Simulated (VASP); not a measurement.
# Si2W (I4/mmm) in VASP: notebook

Runs on Si2W. Level: LDA. Tasks: single point.

Program: VASP 6.6.1. These are calculated values, not measurements. Logs are shortened: lines on timing, memory, paths and dates and some standing lists are left out, and cuts for length are marked.

## Step 1: The cell of the first run

Symmetry: I4/mmm, No. 139, tetragonal system. Conventional cell: a = 3.059 Å, b = 3.059 Å, c = 8.432 Å, α = 90.00°, β = 90.00°, γ = 90.00°. Si (site symmetry 4mm) has 9 Si at 2.25 to 3.06 Å and 5 W at 2.44 to 3.09 Å within 3.1 Å. W (site symmetry 4/mmm) has 10 Si at 2.44 to 3.09 Å and 4 W at 3.06 Å within 3.2 Å.

## Step 2: Single point, LDA

File INCAR:

```
SYSTEM = Si2W
PREC = Accurate
ENCUT = 520
EDIFF = 1E-6
ISMEAR = 0
SIGMA = 0.15
LREAL = .False.
LASPH = .True.
NELM = 60
ALGO = Normal
ISIF = 2
LWAVE = .False.
LCHARG = .False.
NBANDS = 18
```

File KPOINTS:

```
regular mesh
0
Gamma
  18 18 18
  0 0 0
```

File POSCAR:

```
Si2W
1.0
   -1.5292622200      1.5292622200      4.2161759406
    1.5292622200     -1.5292622200      4.2161759406
    1.5292622200      1.5292622200     -4.2161759406
Si W
2 1
Direct
    0.3668292265      0.3668292265      0.0000000000
    0.6331707735      0.6331707735      0.0000000000
    0.0000000000      0.0000000000      0.0000000000
```

Potentials or basis: VASP PAW LDA potentials, release 64 (Si, W_sv).

Started as:

```sh
cat potpaw_LDA.64/Si/POTCAR potpaw_LDA.64/W_sv/POTCAR > POTCAR
mpirun -np 1 vasp_std > vasp.out
```

OUTCAR:

```text
SYSTEM = Si2W
   PREC = Accurate
   ENCUT = 520
   EDIFF = 1E-6
   ISMEAR = 0
   LREAL = .False.
   LASPH = .True.
   NELM = 60
   ISIF = 2

 ion  position               nearest neighbor table
   1  0.367  0.367  0.000-   2 2.25   3 2.44   3 2.44   3 2.44   3 2.44   2 2.93   2 2.93   2 2.93
                             2 2.93   3 3.09
   2  0.633  0.633  0.000-   1 2.25   3 2.44   3 2.44   3 2.44   3 2.44   1 2.93   1 2.93   1 2.93
                             1 2.93   3 3.09
   3  0.000  0.000  0.000-   2 2.44   1 2.44   2 2.44   1 2.44   2 2.44   1 2.44   1 2.44   2 2.44
                             1 3.09   2 3.09

  LATTYP: Found a body centered tetragonal cell.
 ALAT       =     3.0585244400
 C/A-ratio  =     2.7570000000

  Lattice vectors:

 A1 = (  -1.5292622200,   1.5292622200,   4.2161759406)
 A2 = (   1.5292622200,  -1.5292622200,   4.2161759406)
 A3 = (   1.5292622200,   1.5292622200,  -4.2161759406)

Analysis of symmetry for initial positions (statically):
=====================================================================
 Subroutine PRICEL returns:
 Original cell was already a primitive cell.

 Routine SETGRP: Setting up the symmetry group for a
 body centered tetragonal supercell.

 Subroutine GETGRP returns: Found 16 space group operations
 (whereof 16 operations were pure point group operations)
 out of a pool of 16 trial point group operations.

The static configuration has the point symmetry D_4h.

Analysis of symmetry for dynamics (positions and initial velocities):
=====================================================================
 Subroutine PRICEL returns:
 Original cell was already a primitive cell.

 Routine SETGRP: Setting up the symmetry group for a
 body centered tetragonal supercell.

 Subroutine GETGRP returns: Found 16 space group operations
 (whereof 16 operations were pure point group operations)
 out of a pool of 16 trial point group operations.

The dynamic configuration has the point symmetry D_4h.

 Subroutine INISYM returns: Found 16 space group operations
 (whereof 16 operations are pure point group operations),
 and found     1 'primitive' translations

----------------------------------------------------------------------------------------

                                     Primitive cell

  volume of cell :      39.4405

  direct lattice vectors                    reciprocal lattice vectors
    -1.529262220  1.529262220  4.216175941     0.000000000  0.326955046  0.118590876
     1.529262220 -1.529262220  4.216175941     0.326955046  0.000000000  0.118590876
     1.529262220  1.529262220 -4.216175941     0.326955046  0.326955046  0.000000000

  length of vectors
     4.738504557  4.738504557  4.738504557     0.347797927  0.347797927  0.462384261

  position of ions in fractional coordinates (direct lattice)
     0.366829227  0.366829227  0.000000000
     0.633170773  0.633170773  0.000000000
     0.000000000  0.000000000  0.000000000

  ion indices of the primitive-cell ions
   primitive index   ion index
                 1           1
                 2           2
                 3           3

----------------------------------------------------------------------------------------

 KPOINTS: regular mesh

Automatic generation of k-mesh.
 Grid dimensions read from file:
 generate k-points for:   18   18   18

 Generating k-lattice:

  Cartesian coordinates                     Fractional coordinates (reciprocal lattice)
     0.000000000  0.018164169  0.006588382     0.055555556  0.000000000  0.000000000
     0.018164169  0.000000000  0.006588382     0.000000000  0.055555556  0.000000000
     0.018164169  0.018164169  0.000000000     0.000000000  0.000000000  0.055555556

  Length of vectors
     0.019322107  0.019322107  0.025688014

  Shift w.r.t. Gamma in fractional coordinates (k-lattice)
     0.000000000  0.000000000  0.000000000

 Subroutine IBZKPT returns following result:
 ===========================================

 Found    480 irreducible k-points:

 Following reciprocal coordinates:
            Coordinates               Weight
  0.000000  0.000000  0.000000      1.000000
  0.055556  0.000000  0.000000      8.000000
  0.111111  0.000000  0.000000      8.000000
  0.166667  0.000000 -0.000000      8.000000
  0.222222  0.000000 -0.000000      8.000000
  0.277778  0.000000  0.000000      8.000000
[... 16 lines left out ...]
 -0.277778  0.055556  0.000000     16.000000
 -0.222222  0.055556  0.000000     16.000000
 [... further k-points ...]
   k-points           NKPTS =    480   k-points in BZ     NKDIM =    480   number of bands    NBANDS=     18
   number of dos      NEDOS =    301   number of ions     NIONS =      3
   total plane-waves  NPLWV =  46656
   dimension x,y,z NGX =    36 NGY =   36 NGZ =   36
   dimension x,y,z NGXF=    72 NGYF=   72 NGZF=   72
   ions per type =               2   1
   NGX,Y,Z   is equivalent  to a cutoff of  12.63, 12.63, 12.63 a.u.
   NGXF,Y,Z  is equivalent  to a cutoff of  25.26, 25.26, 25.26 a.u.
 SYSTEM =  Si2W
   PREC   = accura    normal or accurate (medium, high low for compatibility)
   ISTART =      0    job   : 0-new  1-cont  2-samecut
   ICHARG =      2    charge: 1-file 2-atom 10-const
   ISPIN  =      1    spin polarized calculation?
   LNONCOLLINEAR =      F non collinear calculations
   LSORBIT =      F    spin-orbit coupling
   LASPH  =      T    aspherical Exc in radial PAW
   ENCUT  =  520.0 eV  38.22 Ry    6.18 a.u.   8.81  8.81  8.81*2*pi/ulx,y,z
   NELM   =     60;   NELMIN=  2; NELMDL= -5     # of ELM steps
   EDIFF  = 0.1E-05   stopping-criterion for ELM
   LREAL  =      F    real-space projection
   EDIFFG = 0.1E-04   stopping-criterion for IOM
   NSW    =      0    number of steps for IOM
   IBRION =     -1    ionic relax: 0-MD 1-quasi-New 2-CG
   NFREE  =      0    steps in history (QN), initial steepest desc. (CG)
   ISIF   =      2    stress and relaxation
   ISYM   =      2    0-nonsym 1-usesym 2-fastsym
   POTIM  = 0.5000    time-step for ionic-motion
   TEBEG  =    0.0;   TEEND  =   0.0 temperature during run
   PSTRESS=    0.0 pullay stress
   NELECT =      22.0000    total number of electrons
   NUPDOWN=      -1.0000    fix difference up-down
   EMIN   =  10.00;   EMAX   =-10.00  energy-range for DOS
   EFERMI =   0.00;   METHOD = LEGACY
   ISMEAR =     0;   SIGMA  =   0.15  broadening in eV -4-tet -1-fermi 0-gaus
   EFERMI_NEDOS =   21; number of points for ismear=-14 and -15
   IALGO  =     38    algorithm
   IMIX   =      4    mixing-type and parameters
     AMIX     =   0.40;   BMIX     =  1.00
     AMIX_MAG =   1.60;   BMIX_MAG =  1.00
  volume/ion in A,a.u.               =      13.15        88.72
  Fermi-wavevector in a.u.,A,eV,Ry     =   1.347622  2.546637 24.709347  1.816086
  Thomas-Fermi vector in A             =   2.475358
   LORBIT       =      0    0 simple, 1 ext, 2 COOP (PROOUT), +10 PAW based schemes
   GGA     = CA    functional components
   LHFCALC =     F    Hartree Fock is set to
   AEXX    =    0.0000 exact exchange contribution
   IVDW    =     0    specifies the selected vdW correction
   LEPSILON=     F    determine dielectric tensor
   LRPA    =     F    only Hartree local field effects (RPA)
 non-spin polarized calculation
 Gauss-broadening in eV      SIGMA  =   0.15
  energy-cutoff  :      520.00
  volume of cell :       39.44
 maximum number of plane-waves:      1084
   NGX = 17   NGY = 17   NGZ = 17

 number of electron      22.0000001 magnetization

 Free energy of the ion-electron system (eV)
  ---------------------------------------------------
  ext. energy  EPLUGINS =         0.00000000
  ---------------------------------------------------
  free energy    TOTEN  =       -25.67427402 eV

  energy without entropy =      -25.67143777  energy(sigma->0) =      -25.67285590

 E-fermi :  12.1253     XC(G=0): -12.6701

 val. band max:       12.0948735249   @ k =  -0.3889   0.4444   0.3333
 cond. band min:      12.1334452388   @ k =  -0.3333   0.5000   0.3333
 fundamental gap:      0.0385717138
 Fermi energy:        12.1252978570

 k-point     1 :       0.0000    0.0000    0.0000
  band No.  band energies     occupation
      1     -61.0376      2.00000
      2     -25.6774      2.00000
      3     -25.6774      2.00000
      4     -25.5781      2.00000
      5      -2.1330      2.00000
      6       4.3357      2.00000
[... 10 lines left out ...]
     17      19.1955      0.00000
     18      19.1955      0.00000

 k-point     2 :       0.0556    0.0000    0.0000
  band No.  band energies     occupation
      1     -61.0370      2.00000
      2     -25.6903      2.00000
      3     -25.6762      2.00000
      4     -25.5768      2.00000
      5      -2.0636      2.00000
      6       4.3505      2.00000
[... 10 lines left out ...]
     17      19.1734      0.00000
     18      19.7024      0.00000

 k-point     3 :       0.1111    0.0000    0.0000
  band No.  band energies     occupation
      1     -61.0355      2.00000
      2     -25.7271      2.00000
      3     -25.6726      2.00000
      4     -25.5729      2.00000
      5      -1.8575      2.00000
      6       4.3864      2.00000
[... 10 lines left out ...]
     17      19.1165      0.00000
     18      20.5077      0.00000

 k-point     4 :       0.1667    0.0000   -0.0000
  band No.  band energies     occupation
      1     -61.0332      2.00000
      2     -25.7830      2.00000
      3     -25.6672      2.00000
      4     -25.5670      2.00000
      5      -1.5213      2.00000
      6       4.4181      2.00000
[... 10 lines left out ...]
     17      19.0650      0.00000
     18      20.9358      0.00000

 k-point     5 :       0.2222    0.0000   -0.0000
  band No.  band energies     occupation
      1     -61.0304      2.00000
      2     -25.8509      2.00000
      3     -25.6605      2.00000
      4     -25.5597      2.00000
      5      -1.0650      2.00000
      6       4.4080      2.00000
[... 10 lines left out ...]
     17      19.1510      0.00000
     18      20.9851      0.00000

 k-point     6 :       0.2778    0.0000    0.0000
  band No.  band energies     occupation
      1     -61.0274      2.00000
      2     -25.9222      2.00000
      3     -25.6533      2.00000
      4     -25.5520      2.00000
      5      -0.5012      2.00000
      6       4.3212      2.00000
[... 10 lines left out ...]
     17      19.5734      0.00000
     18      21.2356      0.00000

 k-point     7 :       0.3333    0.0000    0.0000
  band No.  band energies     occupation
      1     -61.0246      2.00000
      2     -25.9885      2.00000
      3     -25.6466      2.00000
      4     -25.5446      2.00000
      5       0.1540      2.00000
      6       4.1363      2.00000
[... 10 lines left out ...]
     17      20.1106      0.00000
     18      21.9354      0.00000

 k-point     8 :       0.3889    0.0000    0.0000
  band No.  band energies     occupation
      1     -61.0223      2.00000
      2     -26.0420      2.00000
      3     -25.6411      2.00000
      4     -25.5386      2.00000
      5       0.8797      2.00000
      6       3.8163      2.00000
[... 10 lines left out ...]
     17      20.4638      0.00000
     18      21.4745      0.00000
[... 229 lines left out ...]
     17      20.5898      0.00000
     18      20.8530      0.00000

 k-point    20 :      -0.4444    0.0556    0.0000
  band No.  band energies     occupation
      1     -61.0203      2.00000
      2     -26.0746      2.00000
      3     -25.6495      2.00000
      4     -25.5333      2.00000
      5       1.5769      2.00000
      6       3.4154      2.00000
[... 10 lines left out ...]
     17      20.6199      0.00000
     18      21.2105      0.00000

 k-point    21 :      -0.3889    0.0556   -0.0000
  band No.  band energies     occupation
      1     -61.0218      2.00000
      2     -26.0401      2.00000
      3     -25.6531      2.00000
      4     -25.5371      2.00000
      5       0.8404      2.00000
      6       3.9536      2.00000
[... 10 lines left out ...]
     17      20.6651      0.00000
     18      21.3750      0.00000

 k-point    22 :      -0.3333    0.0556    0.0000
  band No.  band energies     occupation
      1     -61.0241      2.00000
      2     -25.9867      2.00000
      3     -25.6587      2.00000
      4     -25.5430      2.00000
      5       0.1330      2.00000
      6       4.3356      2.00000
[... 10 lines left out ...]
     17      20.2216      0.00000
     18      21.6328      0.00000

 k-point    23 :      -0.2778    0.0556    0.0000
  band No.  band energies     occupation
      1     -61.0269      2.00000
      2     -25.9205      2.00000
      3     -25.6656      2.00000
      4     -25.5503      2.00000
      5      -0.5050      2.00000
      6       4.5773      2.00000
[... 10 lines left out ...]
     17      19.6325      0.00000
     18      21.2591      0.00000

 k-point    24 :      -0.2222    0.0556    0.0000
  band No.  band energies     occupation
      1     -61.0299      2.00000
      2     -25.8493      2.00000
      3     -25.6729      2.00000
      4     -25.5580      2.00000
      5      -1.0523      2.00000
      6       4.6764      2.00000
[... 10 lines left out ...]
     17      19.5242      0.00000
     18      21.2700      0.00000

 [... further k-points ...]
[... 5 lines left out ...]
  --------------------------------------------------------------------------------------
  -------------------------------------------------------------------------------------
  Total        7.7774058      7.7774058      2.8648740      0.0000000      0.0000000      0.0000000
  in kB      315.9386117    315.9386117    116.3786910      0.0000000      0.0000000      0.0000000
  external PRESSURE =     249.4186382 kB  Pullay stress =       0.0000000 kB

 VOLUME and BASIS-vectors are now :
 -----------------------------------------------------------------------------
  energy-cutoff  :      520.00
  volume of cell :       39.44
      direct lattice vectors                 reciprocal lattice vectors
    -1.529262220  1.529262220  4.216175941     0.000000000  0.326955046  0.118590876
     1.529262220 -1.529262220  4.216175941     0.326955046  0.000000000  0.118590876
     1.529262220  1.529262220 -4.216175941     0.326955046  0.326955046  0.000000000

 POSITION                                       TOTAL-FORCE (eV/Angst)
 -----------------------------------------------------------------------------------
      0.00000      0.00000      3.09323         0.000000      0.000000     -5.526139
      0.00000      0.00000      5.33912         0.000000      0.000000      5.526139
      0.00000      0.00000      0.00000        -0.000000     -0.000000      0.000000
 -----------------------------------------------------------------------------------
    total drift:                                0.000000     -0.000000      0.000000

  FREE ENERGIE OF THE ION-ELECTRON SYSTEM (eV)
  ---------------------------------------------------
  free  energy   TOTEN  =       -25.6742740218 eV

  energy  without entropy=      -25.6714377735  energy(sigma->0) =      -25.67285590
```

Wall time 2.9 min (1 thread of Intel Xeon 6975P-C (Granite Rapids), shared host); peak memory 0.42 GiB.

What came out:

```
Free energy            : -25.6743 eV
Pressure               : 24.9 GPa
Largest force          : 5.526 eV/Å
Band gap on the k mesh : zero (bands 11 and 12 overlap by 0.56 eV)
```

Forces in eV/Å, atoms in the order of the input:
```
Si   0.000  0.000 -5.526
Si   0.000  0.000  5.526
W    0.000  0.000  0.000
```

Caveat: the cell stands under pressure; spin-orbit coupling is left out, which moves the levels of the heavy elements; forces of over 1 eV/Å act on the atoms, so gaps and moduli don't describe the material at rest.

(Continued in part 2 of 2.)
